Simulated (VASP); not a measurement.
# Si4C (R-3m) in VASP: further runs, part 2 of 2

VASP 6.6.1. The steps go on from the part before.

**3. Relaxation of cell and atoms, PBE**

This run uses another cell than the first one, of 14.72 Å³/atom.

Contents of INCAR:

```
PREC = Accurate ; ENCUT = 600
EDIFF = 1E-6 ; ISMEAR = 0
SIGMA = 0.1 ; LREAL = F
LASPH = T ; NELM = 100
ALGO = Normal ; ISIF = 3
LWAVE = F ; LCHARG = F
GGA = PE ; IBRION = 2
NSW = 90 ; EDIFFG = -0.04
```

Contents of KPOINTS:

```
Automatic mesh
0
Gamma
  6 6 6
```

Contents of POSCAR:

```
Si4C
1.0
    2.6374891600      1.5227550800      3.0539111400
   -2.6374891600      1.5227550800      3.0539111400
    0.0000000000     -3.0455101500      3.0539111400
Si C
4 1
Direct
    0.5000000000      0.5000000000      0.5000000000
    0.0000000000      0.0000000000      0.5000000000
    0.5000000000      0.0000000000      0.0000000000
    0.0000000000      0.5000000000      0.0000000000
    0.0000000000      0.0000000000      0.0000000000
```

Potentials or basis: VASP PAW PBE potentials, release 64 (Si, C).

Run with:

```bash
$ cat potpaw_PBE.64/Si/POTCAR potpaw_PBE.64/C/POTCAR > POTCAR
$ mpirun -np 1 vasp_std > vasp.out
```

OUTCAR:

```text
PREC = Accurate
   ENCUT = 600
   EDIFF = 1E-6
   ISMEAR = 0
   LREAL = F
   LASPH = T
   NELM = 100
   ISIF = 3
   GGA = PE
   IBRION = 2
   NSW = 90
   EDIFFG = -0.04

 ion  position               nearest neighbor table
   1  0.500  0.500  0.500-   2 2.64   2 2.64   3 2.64   3 2.64   4 2.64   4 2.64
   2  0.000  0.000  0.500-   5 2.16   5 2.16   1 2.64   1 2.64   4 2.64   4 2.64   3 2.64   3 2.64

   3  0.500  0.000  0.000-   5 2.16   5 2.16   4 2.64   4 2.64   1 2.64   2 2.64   2 2.64   1 2.64

   4  0.000  0.500  0.000-   5 2.16   5 2.16   3 2.64   3 2.64   1 2.64   2 2.64   1 2.64   2 2.64

   5  0.000  0.000  0.000-   2 2.16   2 2.16   4 2.16   3 2.16   4 2.16   3 2.16

  LATTYP: Found a trigonal (rhomboedric) cell.
 ALAT       =     4.3129462498
 COS(alpha) =     0.2520660090

  Lattice vectors:

 A1 = (   2.6374891600,   1.5227550800,   3.0539111400)
 A2 = (  -2.6374891600,   1.5227550800,   3.0539111400)
 A3 = (   0.0000000000,  -3.0455101500,   3.0539111400)

Analysis of symmetry for initial positions (statically):
=====================================================================
 Subroutine PRICEL returns:
 Original cell was already a primitive cell.

 Routine SETGRP: Setting up the symmetry group for a
 trigonal (rhombohedral) supercell.

 Subroutine GETGRP returns: Found 12 space group operations
 (whereof 12 operations were pure point group operations)
 out of a pool of 12 trial point group operations.

The static configuration has the point symmetry D_3d.

Analysis of symmetry for dynamics (positions and initial velocities):
=====================================================================
 Subroutine PRICEL returns:
 Original cell was already a primitive cell.

 Routine SETGRP: Setting up the symmetry group for a
 trigonal (rhombohedral) supercell.

 Subroutine GETGRP returns: Found 12 space group operations
 (whereof 12 operations were pure point group operations)
 out of a pool of 12 trial point group operations.

[... 149 lines left out ...]

 Free energy of the ion-electron system (eV)
  ---------------------------------------------------
  ext. energy  EPLUGINS =         0.00000000
  ---------------------------------------------------
  free energy    TOTEN  =       -26.23980386 eV

  energy without entropy =      -26.23010890  energy(sigma->0) =      -26.23495638

------------------------ aborting loop because EDIFF is reached ----------------------------------------

  FORCE on cell =-STRESS in cart. coord.  units (eV):
  Direction    XX          YY          ZZ          XY          YZ          ZX
  --------------------------------------------------------------------------------------
  -------------------------------------------------------------------------------------
  Total       -3.2639651     -3.2639651     -4.8068647     -0.0000000     -0.0000000     -0.0000000
  in kB      -71.0604088    -71.0604088   -104.6511715     -0.0000000     -0.0000001     -0.0000000
  external PRESSURE =     -82.2573297 kB  Pullay stress =       0.0000000 kB
[... 182 lines left out ...]
--------------------------------------- Ionic step        6  -------------------------------------------

 number of electron      20.0000000 magnetization

 Free energy of the ion-electron system (eV)
  ---------------------------------------------------
  ext. energy  EPLUGINS =         0.00000000
  ---------------------------------------------------
  free energy    TOTEN  =       -26.54574346 eV

  energy without entropy =      -26.53243145  energy(sigma->0) =      -26.53908746

 E-fermi :   9.7862     XC(G=0): -11.1899

 val. band max:        9.7645435835   @ k =   0.5000   0.3333   0.3333
 cond. band min:       9.7986447049   @ k =  -0.3333   0.5000   0.3333
 fundamental gap:      0.0341011214
 Fermi energy:         9.7862000047

 k-point     1 :       0.0000    0.0000    0.0000
  band No.  band energies     occupation
      1      -6.3347      2.00000
      2       1.0439      2.00000
      3       1.6209      2.00000
      4       2.6302      2.00000
      5       2.6302      2.00000
      6       4.7303      2.00000
      7       4.7303      2.00000
      8       7.8121      2.00000
      9       7.8121      2.00000
     10       8.3457      2.00000
     11       8.8336      2.00000
     12      12.4404      0.00000
     13      12.6413      0.00000
     14      12.6413      0.00000
[... 377 lines left out ...]
      1      -4.5981      2.00000
      2      -1.4822      2.00000
      3      -0.4750      2.00000
      4       1.0567      2.00000
      5       2.5370      2.00000
      6       5.1221      2.00000
      7       6.4229      2.00000
      8       7.6274      2.00000
      9       8.5652      2.00000
     10       9.8250      0.58294
     11      10.0127      0.00136
     12      11.2436      0.00000
     13      12.7327      0.00000
     14      13.4381      0.00000

 [... further k-points ...]

------------------------ aborting loop because EDIFF is reached ----------------------------------------

  FORCE on cell =-STRESS in cart. coord.  units (eV):
  Direction    XX          YY          ZZ          XY          YZ          ZX
  --------------------------------------------------------------------------------------
  -------------------------------------------------------------------------------------
  Total        0.1784519      0.1784519     -0.0642647      0.0000000     -0.0000000      0.0000000
  in kB        4.3633751      4.3633751     -1.5713543      0.0000000     -0.0000000      0.0000000
  external PRESSURE =       2.3851320 kB  Pullay stress =       0.0000000 kB
[... 20 lines left out ...]
  FREE ENERGIE OF THE ION-ELECTRON SYSTEM (eV)
  ---------------------------------------------------
  free  energy   TOTEN  =       -26.5457434642 eV

  energy  without entropy=      -26.5324314497  energy(sigma->0) =      -26.53908746

 reached required accuracy - stopping structural energy minimisation
```

OSZICAR:

```text
N       E                     dE             d eps       ncg     rms          rms(c)
DAV:   1     0.455059017435E+02    0.45506E+02   -0.92780E+03   896   0.139E+03
DAV:   2    -0.233175282725E+02   -0.68823E+02   -0.66672E+02  1118   0.174E+02
DAV:   3    -0.275664620124E+02   -0.42489E+01   -0.41199E+01  1236   0.398E+01
[... 55 lines left out ...]
DAV:   3    -0.265457757205E+02    0.82926E-03   -0.20316E-03  1184   0.261E-01    0.406E-02
DAV:   4    -0.265457463165E+02    0.29404E-04   -0.19909E-04  1164   0.928E-02    0.187E-02
DAV:   5    -0.265457449059E+02    0.14106E-05   -0.30384E-05  1150   0.404E-02    0.866E-03
DAV:   6    -0.265457435895E+02    0.13164E-05   -0.38335E-06   972   0.149E-02    0.268E-03
DAV:   7    -0.265457434642E+02    0.12528E-06   -0.11158E-06   538   0.709E-03
   6 F= -.26545743E+02 E0= -.26539087E+02  d E =-.910279E-01
```

CONTCAR:

```text
Si4C
   1.00000000000000
     2.6175095811000890    1.5112198643906478    2.7608447540211976
    -2.6175095811000890    1.5112198643906478    2.7608447540211976
    -0.0000000000000000   -3.0224397198278488    2.7608447544921382
  Si              C
     4     1
Direct
     0.5000000000000000    0.5000000000000000    0.5000000000000000
     0.0000000000000000    0.0000000000000000    0.5000000000000000
     0.5000000000000000    0.0000000000000000    0.0000000000000000
     0.0000000000000000    0.5000000000000000    0.0000000000000000
     0.0000000000000000    0.0000000000000000    0.0000000000000000

  0.00000000E+00  0.00000000E+00  0.00000000E+00
  0.00000000E+00  0.00000000E+00  0.00000000E+00
  0.00000000E+00  0.00000000E+00  0.00000000E+00
  0.00000000E+00  0.00000000E+00  0.00000000E+00
  0.00000000E+00  0.00000000E+00  0.00000000E+00
```

It took 69 s on 1 thread of Intel Xeon 6975P-C (Granite Rapids), shared host; peak memory 0.22 GiB.

Results:

```
Free energy                           : -26.5457 eV
Relaxed volume                        : 13.11 Å³/atom
Relaxed cell                          : a = 4.094 Å, b = 4.094 Å, c = 4.094 Å, α = 79.50°, β = 79.50°, γ = 79.50°
Space group after relaxing (to 0.1 Å) : R-3m (No. 166)
Energy gained by relaxing             : 61.2 meV/atom
Ionic steps                           : 6
Pressure after relaxing               : 0.2 GPa
Band gap on the k mesh                : zero (bands 10 and 11 overlap by 3.20 eV)
```

Stress tensor (GPa, compression positive):
```
 0.44  0.00  0.00
 0.00  0.44  0.00
 0.00  0.00 -0.16
```

The path:
```
step  energy change (eV)  largest force (eV/Å)  pressure (GPa)  volume (Å³)
   1              0.0000                0.0000           -8.23        73.59
   2             -0.2142                0.0000            1.12        65.83
   3             -0.2149                0.0000            0.50        66.22
   4             -0.2464                0.0000            0.29        66.05
   5             -0.3052                0.0000            0.34        65.41
   6             -0.3059                0.0000            0.24        65.53
```

Final structure:
```
Si C
1.0
     2.61751    1.51122    2.76084
    -2.61751    1.51122    2.76084
     0.00000   -3.02244    2.76084
Si C
4 1
Direct
  0.50000 0.50000 0.50000
  0.00000 0.00000 0.50000
  0.50000 0.00000 0.00000
  0.00000 0.50000 0.00000
  0.00000 0.00000 0.00000
```

Levels at points of the mesh, in eV from the Fermi level:
```
           k point  band 6  band 7  band 8  band 9  band 10  band 11  band 12  band 13  band 14
(0.00, 0.00, 0.00)   -5.06   -5.06   -1.97   -1.97    -1.44    -0.95     2.65     2.86     2.86
(0.50, 0.00, 0.00)   -5.69   -4.50   -2.01   -1.61    -1.13    -1.00     0.49     2.50     3.63
(0.50, 0.50, 0.00)   -5.39   -2.12   -1.91   -1.00    -0.88    -0.61     0.94     2.88     3.42
(0.50, 0.50, 0.50)   -6.83   -6.35   -6.35    0.13     2.09     2.09     2.77     4.03     4.03
```

The gap in the log of VASP goes by the Fermi energy; the results here count the filled bands.